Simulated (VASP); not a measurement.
# GaN (Fm-3m) in VASP: single point with LDA

Aim: the single point of GaN with LDA.

Program: VASP 6.6.1. These are calculated values, not measurements. Logs are shortened: lines on timing, memory, paths and dates and some standing lists are left out, and cuts for length are marked.

## Step 1: The cell of the first run

It takes space group Fm-3m (No. 225, cubic). Conventional cell: a = 4.270 Å, b = 4.270 Å, c = 4.270 Å, α = 90.00°, β = 90.00°, γ = 90.00°. Ga (site symmetry m-3m) has 6 N at 2.14 Å within 2.8 Å. Within 2.8 Å of N (site symmetry m-3m) lie 6 Ga at 2.14 Å.

## Step 2: Single point, LDA

INCAR reads:

```
ALGO     = Normal         # electronic algorithm
EDIFF    = 1E-6           # SCF threshold, eV
ENCUT    = 1330           # plane-wave cutoff, eV
GGA      = CA             # functional
GGA_COMPAT= False        
ISIF     = 2              # what is computed and relaxed
ISMEAR   = 0              # smearing method
LASPH    = True           # aspherical terms in the spheres
LCHARG   = True           # write CHGCAR
LELF     = True           # ELF
LREAL    = False          # projectors in reciprocal space
LVHAR    = True         
LWAVE    = False          # write WAVECAR
NBANDS   = 16             # bands
NELM     = 120            # most SCF steps
PREC     = Accurate       # precision mode
SIGMA    = 0.1            # smearing width, eV
```

KPOINTS reads:

```
k-points
0
Gamma
  8 8 8
```

POSCAR reads:

```
GaN
1.0
    0.0000000000      2.1352350000      2.1352350000
    2.1352350000      0.0000000000      2.1352350000
    2.1352350000      2.1352350000      0.0000000000
Ga N
1 1
Direct
    0.0000000000      0.0000000000      0.0000000000
    0.5000000000      0.5000000000      0.5000000000
```

Potentials or basis: VASP PAW LDA potentials, release 64 (Ga_d, N_h).

Started as:

```bash
cat potpaw_LDA.64/Ga_d/POTCAR potpaw_LDA.64/N_h/POTCAR > POTCAR
mpirun -np 1 vasp_std > vasp.out
```

OUTCAR:

```text
EDIFF = 1E-6
   ENCUT = 1330
   GGA = CA
   ISIF = 2
   ISMEAR = 0
   LASPH = True
   LREAL = False
   NELM = 120
   PREC = Accurate

 ion  position               nearest neighbor table
   1  0.000  0.000  0.000-   2 2.14   2 2.14   2 2.14   2 2.14   2 2.14   2 2.14
   2  0.500  0.500  0.500-   1 2.14   1 2.14   1 2.14   1 2.14   1 2.14   1 2.14

  LATTYP: Found a face centered cubic cell.
 ALAT       =     4.2704700000

  Lattice vectors:

 A1 = (   0.0000000000,   2.1352350000,   2.1352350000)
 A2 = (   2.1352350000,   0.0000000000,   2.1352350000)
 A3 = (   2.1352350000,   2.1352350000,   0.0000000000)

Analysis of symmetry for initial positions (statically):
=====================================================================
 Subroutine PRICEL returns:
 Original cell was already a primitive cell.

 Routine SETGRP: Setting up the symmetry group for a
 face centered cubic supercell.

 Subroutine GETGRP returns: Found 48 space group operations
 (whereof 48 operations were pure point group operations)
 out of a pool of 48 trial point group operations.

The static configuration has the point symmetry O_h .

Analysis of symmetry for dynamics (positions and initial velocities):
=====================================================================
 Subroutine PRICEL returns:
 Original cell was already a primitive cell.

 Routine SETGRP: Setting up the symmetry group for a
 face centered cubic supercell.

 Subroutine GETGRP returns: Found 48 space group operations
 (whereof 48 operations were pure point group operations)
 out of a pool of 48 trial point group operations.

The dynamic configuration has the point symmetry O_h .

 Subroutine INISYM returns: Found 48 space group operations
 (whereof 48 operations are pure point group operations),
 and found     1 'primitive' translations

----------------------------------------------------------------------------------------

                                     Primitive cell

  volume of cell :      19.4700

  direct lattice vectors                    reciprocal lattice vectors
     0.000000000  2.135235000  2.135235000    -0.234166263  0.234166263  0.234166263
     2.135235000  0.000000000  2.135235000     0.234166263 -0.234166263  0.234166263
     2.135235000  2.135235000  0.000000000     0.234166263  0.234166263 -0.234166263

  length of vectors
     3.019678296  3.019678296  3.019678296     0.405587864  0.405587864  0.405587864

  position of ions in fractional coordinates (direct lattice)
[... 79 lines left out ...]
   EDIFF  = 0.1E-05   stopping-criterion for ELM
   LREAL  =      F    real-space projection
   EDIFFG = 0.1E-04   stopping-criterion for IOM
   NSW    =      0    number of steps for IOM
   IBRION =     -1    ionic relax: 0-MD 1-quasi-New 2-CG
   NFREE  =      0    steps in history (QN), initial steepest desc. (CG)
   ISIF   =      2    stress and relaxation
   ISYM   =      2    0-nonsym 1-usesym 2-fastsym
   POTIM  = 0.5000    time-step for ionic-motion
   TEBEG  =    0.0;   TEEND  =   0.0 temperature during run
   PSTRESS=    0.0 pullay stress
   NELECT =      18.0000    total number of electrons
   NUPDOWN=      -1.0000    fix difference up-down
   EMIN   =  10.00;   EMAX   =-10.00  energy-range for DOS
   EFERMI =   0.00;   METHOD = LEGACY
   ISMEAR =     0;   SIGMA  =   0.10  broadening in eV -4-tet -1-fermi 0-gaus
   EFERMI_NEDOS =   21; number of points for ismear=-14 and -15
   IALGO  =     38    algorithm
   IMIX   =      4    mixing-type and parameters
     AMIX     =   0.40;   BMIX     =  1.00
     AMIX_MAG =   1.60;   BMIX_MAG =  1.00
  volume/ion in A,a.u.               =       9.74        65.70
  Fermi-wavevector in a.u.,A,eV,Ry     =   1.594814  3.013761 34.605481  2.543431
  Thomas-Fermi vector in A             =   2.692830
   LORBIT       =      0    0 simple, 1 ext, 2 COOP (PROOUT), +10 PAW based schemes
   GGA     = CA    functional components
   LHFCALC =     F    Hartree Fock is set to
   AEXX    =    0.0000 exact exchange contribution
   IVDW    =     0    specifies the selected vdW correction
   LEPSILON=     F    determine dielectric tensor
   LRPA    =     F    only Hartree local field effects (RPA)
 non-spin polarized calculation
 Gauss-broadening in eV      SIGMA  =   0.10
  energy-cutoff  :     1330.00
  volume of cell :       19.47
 maximum number of plane-waves:      2180
   NGX = 17   NGY = 17   NGZ = 17

 number of electron      18.0000001 magnetization

 Free energy of the ion-electron system (eV)
  ---------------------------------------------------
  ext. energy  EPLUGINS =         0.00000000
  ---------------------------------------------------
  free energy    TOTEN  =       -13.03941308 eV

  energy without entropy =      -13.03902232  energy(sigma->0) =      -13.03921770

 E-fermi :   7.7929     XC(G=0): -13.3200

 val. band max:        7.6368260240   @ k =  -0.2500   0.1250   0.0000
 cond. band min:       7.8795793267   @ k =   0.5000   0.5000   0.0000
 fundamental gap:      0.2427533027
 Fermi energy:         7.7929296035

 k-point     1 :       0.0000    0.0000    0.0000
  band No.  band energies     occupation
      1      -9.2355      2.00000
      2      -6.4508      2.00000
      3      -6.4508      2.00000
      4      -6.4508      2.00000
      5      -6.3611      2.00000
      6      -6.3611      2.00000
[... 433 lines left out ...]
      3      -6.4705      2.00000
      4      -6.3958      2.00000
      5      -6.2359      2.00000
      6      -4.6681      2.00000
[... 8 lines left out ...]
     15      26.1792      0.00000
     16      30.7717      0.00000

 [... further k-points ...]

------------------------ aborting loop because EDIFF is reached ----------------------------------------

  FORCE on cell =-STRESS in cart. coord.  units (eV):
  Direction    XX          YY          ZZ          XY          YZ          ZX
  --------------------------------------------------------------------------------------
  -------------------------------------------------------------------------------------
  Total       -1.5472947     -1.5472947     -1.5472947      0.0000000      0.0000000      0.0000000
  in kB     -127.3258518   -127.3258518   -127.3258518      0.0000000      0.0000000      0.0000000
  external PRESSURE =    -127.3258518 kB  Pullay stress =       0.0000000 kB

 VOLUME and BASIS-vectors are now :
 -----------------------------------------------------------------------------
  energy-cutoff  :     1330.00
  volume of cell :       19.47
      direct lattice vectors                 reciprocal lattice vectors
     0.000000000  2.135235000  2.135235000    -0.234166263  0.234166263  0.234166263
     2.135235000  0.000000000  2.135235000     0.234166263 -0.234166263  0.234166263
     2.135235000  2.135235000  0.000000000     0.234166263  0.234166263 -0.234166263

 POSITION                                       TOTAL-FORCE (eV/Angst)
 -----------------------------------------------------------------------------------
      0.00000      0.00000      0.00000        -0.000000     -0.000000      0.000000
      2.13524      2.13524      2.13524         0.000000      0.000000     -0.000000
 -----------------------------------------------------------------------------------
    total drift:                                0.000000      0.000000      0.000000

  FREE ENERGIE OF THE ION-ELECTRON SYSTEM (eV)
  ---------------------------------------------------
  free  energy   TOTEN  =       -13.0394130773 eV

  energy  without entropy=      -13.0390223215  energy(sigma->0) =      -13.03921770
```

Wall time 39 s (1 thread of Intel Xeon Platinum 8375C at 2.90GHz (Ice Lake), shared host); peak memory 0.19 GiB.

What came out:

```yaml
Free_energy: -13.0394 eV
Pressure: -12.7 GPa
Band_gap_on_the_k_mesh: 0.24 eV (least direct gap 2.45 eV)
```

Levels at points of the mesh, in eV from the valence-band top:
```csv
k point,band 6,band 7,band 8,band 9,band 10,band 11,band 12,band 13
"(0.00, 0.00, 0.00)",-14.00,-0.48,-0.48,-0.48,1.97,14.49,14.49,14.49
"(0.50, 0.00, 0.00)",-13.76,-8.16,-0.15,-0.15,4.55,8.74,8.74,8.85
"(0.50, 0.50, 0.00)",-10.90,-6.92,-2.94,-2.94,0.24,7.75,11.48,13.89
```

Caveat: the cell stands under tension. A k mesh can miss the band edges.
